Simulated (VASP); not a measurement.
# Si (Fd-3m) in VASP: elastic constants with LDA

Aim: the elastic constants of Si with LDA.

Everything below comes from runs of VASP 6.6.1. Logs are shortened: lines on timing, memory, paths and dates and some standing lists are left out, and cuts for length are marked.

### 1 The cell of the first run

It takes space group Fd-3m (No. 227, cubic). The conventional cell has a = 5.402 Å, b = 5.402 Å, c = 5.402 Å, α = 90.00°, β = 90.00°, γ = 90.00°. Within 3.1 Å of Si (site symmetry -43m) lie 4 Si at 2.34 Å.

### 2 Elastic constants, LDA

Input file INCAR:

```
PREC = Accurate
ENCUT = 600
EDIFF = 1E-8
ISMEAR = 0
SIGMA = 0.01
LREAL = False
LASPH = True
NELM = 80
ALGO = Normal
ISIF = 3
LWAVE = False
LCHARG = False
NBANDS = 11
IBRION = 6
NFREE = 2
POTIM = 0.015
NSW = 1
```

Input file KPOINTS:

```
regular mesh
0
Gamma
  8 8 8
```

Input file POSCAR:

```
Si
1.0
    0.0000000000      2.7010582994      2.7010582994
    2.7010582994      0.0000000000      2.7010582994
    2.7010582994      2.7010582994      0.0000000000
Si
2
Direct
    0.7500000000      0.7500000000      0.7500000000
    0.5000000000      0.5000000000      0.5000000000
```

Potentials or basis: VASP PAW LDA potentials, release 64 (Si).

Run with:

```sh
cat potpaw_LDA.64/Si/POTCAR > POTCAR
mpirun -np 1 vasp_std > vasp.out
```

OUTCAR:

```text
PREC = Accurate
   ENCUT = 600
   EDIFF = 1E-8
   ISMEAR = 0
   LREAL = False
   LASPH = True
   NELM = 80
   ISIF = 3
   IBRION = 6
   NFREE = 2
   POTIM = 0.015
   NSW = 1

 ion  position               nearest neighbor table
   1  0.750  0.750  0.750-   2 2.34   2 2.34   2 2.34   2 2.34
   2  0.500  0.500  0.500-   1 2.34   1 2.34   1 2.34   1 2.34

  LATTYP: Found a face centered cubic cell.
 ALAT       =     5.4021165988

  Lattice vectors:

 A1 = (   0.0000000000,   2.7010582994,   2.7010582994)
 A2 = (   2.7010582994,   0.0000000000,   2.7010582994)
 A3 = (   2.7010582994,   2.7010582994,   0.0000000000)

Analysis of symmetry for initial positions (statically):
=====================================================================
 Subroutine PRICEL returns:
 Original cell was already a primitive cell.

 Routine SETGRP: Setting up the symmetry group for a
 face centered cubic supercell.

 Subroutine GETGRP returns: Found 48 space group operations
 (whereof 24 operations were pure point group operations)
 out of a pool of 48 trial point group operations.

The static configuration has the point symmetry T_d .
 The point group associated with its full space group is O_h .

Analysis of symmetry for dynamics (positions and initial velocities):
=====================================================================
 Subroutine PRICEL returns:
 Original cell was already a primitive cell.

 Routine SETGRP: Setting up the symmetry group for a
 face centered cubic supercell.

 Subroutine GETGRP returns: Found 48 space group operations
 (whereof 24 operations were pure point group operations)
 out of a pool of 48 trial point group operations.

The dynamic configuration has the point symmetry T_d .
 The point group associated with its full space group is O_h .

 Subroutine INISYM returns: Found 48 space group operations
 (whereof 24 operations are pure point group operations),
 and found     1 'primitive' translations

----------------------------------------------------------------------------------------

                                     Primitive cell

  volume of cell :      39.4123

  direct lattice vectors                    reciprocal lattice vectors
     0.000000000  2.701058299  2.701058299    -0.185112628  0.185112628  0.185112628
     2.701058299  0.000000000  2.701058299     0.185112628 -0.185112628  0.185112628
     2.701058299  2.701058299  0.000000000     0.185112628  0.185112628 -0.185112628

  length of vectors
     3.819873280  3.819873280  3.819873280     0.320624477  0.320624477  0.320624477

  position of ions in fractional coordinates (direct lattice)
     0.750000000  0.750000000  0.750000000
     0.500000000  0.500000000  0.500000000

  ion indices of the primitive-cell ions
   primitive index   ion index
                 1           1
                 2           2

----------------------------------------------------------------------------------------

 KPOINTS: regular mesh

Automatic generation of k-mesh.
 Grid dimensions read from file:
 generate k-points for:    8    8    8

 Generating k-lattice:

  Cartesian coordinates                     Fractional coordinates (reciprocal lattice)
    -0.023139078  0.023139078  0.023139078     0.125000000  0.000000000  0.000000000
     0.023139078 -0.023139078  0.023139078     0.000000000  0.125000000  0.000000000
     0.023139078  0.023139078 -0.023139078     0.000000000  0.000000000  0.125000000

  Length of vectors
[... 112 lines left out ...]
  -------------------------------------------------------------------------------------
  Total        0.0134558      0.0134558      0.0134558     -0.0000000      0.0000000     -0.0000000
  in kB        0.5470028      0.5470028      0.5470028     -0.0000000      0.0000000     -0.0000000
  external PRESSURE =       0.5470028 kB  Pullay stress =       0.0000000 kB
[... 89 lines left out ...]
  FREE ENERGIE OF THE ION-ELECTRON SYSTEM (eV)
  ---------------------------------------------------
  free  energy   TOTEN  =       -11.9110653359 eV

  energy  without entropy=      -11.9110653359  energy(sigma->0) =      -11.91106534

[... ionic steps 4 to 12 ...]

--------------------------------------- Ionic step       13  -------------------------------------------

 number of electron       8.0000000 magnetization

------------------------ aborting loop because EDIFF is reached ----------------------------------------
[... 67 lines left out ...]
--------------------------------------- Ionic step       15  -------------------------------------------

 number of electron       8.0000000 magnetization

 Free energy of the ion-electron system (eV)
  ---------------------------------------------------
  ext. energy  EPLUGINS =         0.00000000
  ---------------------------------------------------
  free energy    TOTEN  =       -11.91424045 eV

  energy without entropy =      -11.91424045  energy(sigma->0) =      -11.91424045

 E-fermi :   6.0814     XC(G=0):  -9.6648

 val. band max:        6.0065184725   @ k =   0.0000   0.0000   0.0000
 cond. band min:       6.4219575550   @ k =   0.0000   0.3750   0.3750
 fundamental gap:      0.4154390826
 Fermi energy:         6.0813562440

 k-point     1 :       0.0000    0.0000    0.0000
  band No.  band energies     occupation
      1      -6.1326      2.00000
      2       5.8615      2.00000
      3       5.9345      2.00000
      4       6.0065      2.00000
      5       8.4213      0.00000
      6       8.4631      0.00000
      7       8.5066      0.00000
      8       9.3248      0.00000
      9      13.6687      0.00000
     10      13.6702      0.00000
     11      13.6772      0.00000
[... 309 lines left out ...]
 k-point    24 :      -0.3750    0.2500    0.1250
  band No.  band energies     occupation
      1      -3.1911      2.00000
      2      -0.9604      2.00000
      3       2.4151      2.00000
      4       3.7574      2.00000
      5       8.9460      0.00000
      6       9.0127      0.00000
      7      11.8185      0.00000
      8      12.9722      0.00000
      9      13.2994      0.00000
     10      16.4758      0.00000
     11      17.6221      0.00000

 [... further k-points ...]

------------------------ aborting loop because EDIFF is reached ----------------------------------------

  FORCE on cell =-STRESS in cart. coord.  units (eV):
  Direction    XX          YY          ZZ          XY          YZ          ZX
  --------------------------------------------------------------------------------------
  -------------------------------------------------------------------------------------
  Total        0.0126395      0.0164153      0.0164153      0.0000000      0.1489965      0.0000000
  in kB        0.5138162      0.6673087      0.6673087      0.0000000      6.0569611      0.0000000
  external PRESSURE =       0.6161446 kB  Pullay stress =       0.0000000 kB
[... 17 lines left out ...]
  FREE ENERGIE OF THE ION-ELECTRON SYSTEM (eV)
  ---------------------------------------------------
  free  energy   TOTEN  =       -11.9142404523 eV

  energy  without entropy=      -11.9142404523  energy(sigma->0) =      -11.91424045

 INTERNAL STRAIN TENSORS FROM STRAINED CELLS
 ============================================

 INTERNAL STRAIN TENSOR FOR ION    1 for displacements in x,y,z  (eV/Angst):
          X           Y           Z          XY          YZ          ZX
  --------------------------------------------------------------------------------
  x    -0.00000     0.00000    -0.00000     0.00000    -9.93594    -0.00000
  y    -0.00000    -0.00000    -0.00000     0.00000     0.00000    -9.93597
  z    -0.00000     0.00000     0.00000    -9.93569    -0.00000    -0.00000

 INTERNAL STRAIN TENSORS FROM DISPLACED ATOMS
 ============================================

 INTERNAL STRAIN TENSOR FOR ION    1 for displacements in x,y,z  (eV/Angst):
          X           Y           Z          XY          YZ          ZX
  --------------------------------------------------------------------------------
  x    -0.00000     0.00000     0.00000     0.00000    -9.93339     0.00000
  y     0.00000     0.00000     0.00000     0.00000     0.00000    -9.93339
  z     0.00000     0.00000    -0.00000    -9.93339     0.00000     0.00000

 INTERNAL STRAIN TENSOR FOR ION    2 for displacements in x,y,z  (eV/Angst):
          X           Y           Z          XY          YZ          ZX
  --------------------------------------------------------------------------------
  x     0.00000    -0.00000    -0.00000     0.00000     9.93339     0.00000
  y    -0.00000    -0.00000    -0.00000     0.00000     0.00000     9.93339
  z    -0.00000    -0.00000     0.00000     9.93339     0.00000     0.00000

 Eigenvectors and eigenvalues of the dynamical matrix
 ----------------------------------------------------

   1 f  =   15.384432 THz    96.663236 2PiTHz  513.169407 cm-1    63.624869 meV
             X         Y         Z           dx          dy          dz
      4.051587  4.051587  4.051587     0.000000   -0.707107    0.000000
      2.701058  2.701058  2.701058     0.000000    0.707107    0.000000
[... 21 lines left out ...]
   6 f  =    0.000000 THz     0.000000 2PiTHz    0.000000 cm-1     0.000000 meV
             X         Y         Z           dx          dy          dz
      4.051587  4.051587  4.051587     0.000000    0.000000    0.707107
      2.701058  2.701058  2.701058     0.000000    0.000000    0.707107

--------------------------------------------------------------------------------------------------------

 ELASTIC MODULI CONTR FROM IONIC RELAXATION (kBar)
 Direction    XX          YY          ZZ          XY          YZ          ZX
 --------------------------------------------------------------------------------
 XX          -0.0000     -0.0000     -0.0000      0.0000     -0.0000      0.0000
 YY          -0.0000     -0.0000     -0.0000      0.0000      0.0000      0.0000
 ZZ          -0.0000     -0.0000     -0.0000     -0.0000      0.0000      0.0000
 XY           0.0000      0.0000     -0.0000   -294.9633      0.0000      0.0000
 YZ          -0.0000      0.0000      0.0000      0.0000   -294.9633      0.0000
 ZX           0.0000      0.0000      0.0000      0.0000      0.0000   -294.9633
 --------------------------------------------------------------------------------

 TOTAL ELASTIC MODULI (kBar)
 Direction    XX          YY          ZZ          XY          YZ          ZX
 --------------------------------------------------------------------------------
 XX        1613.8784    648.0057    648.0057      0.0000     -0.0000      0.0000
 YY         648.0057   1613.8784    648.0057      0.0000     -0.0000      0.0000
 ZZ         648.0057    648.0057   1613.8784     -0.0000      0.0000      0.0000
 XY           0.0000      0.0000     -0.0000    761.2699      0.0000      0.0000
 YZ          -0.0000     -0.0000      0.0000      0.0000    761.2699      0.0000
 ZX           0.0000      0.0000      0.0000      0.0000      0.0000    761.2699
 --------------------------------------------------------------------------------
```

It took 13 min on 1 thread of AMD EPYC 7R13, shared host; peak memory 0.21 GiB.

What came out:

| Item | Value |
| --- | --- |
| Elastic constants C11, C12, C44 | 161, 65, 76 GPa |
| Voigt bulk modulus | 97 GPa |
| Highest phonon frequency at Γ | 513 cm⁻¹ |

Phonon frequencies in cm⁻¹ (negative: imaginary):
```csv
q point,frequencies
"(0.000, 0.000, 0.000)",0 0 0 513 513 513
```

Elastic tensor in Voigt notation (GPa, in the Cartesian axes of the cell as first typed):
```
161  65  65   0   0   0
 65 161  65   0   0   0
 65  65 161   0   0   0
  0   0   0  76   0   0
  0   0   0   0  76   0
  0   0   0   0   0  76
```

Clamped-ion elastic tensor (GPa):
```
161  65  65   0   0   0
 65 161  65   0   0   0
 65  65 161   0   0   0
  0   0   0 106   0   0
  0   0   0   0 106   0
  0   0   0   0   0 106
```
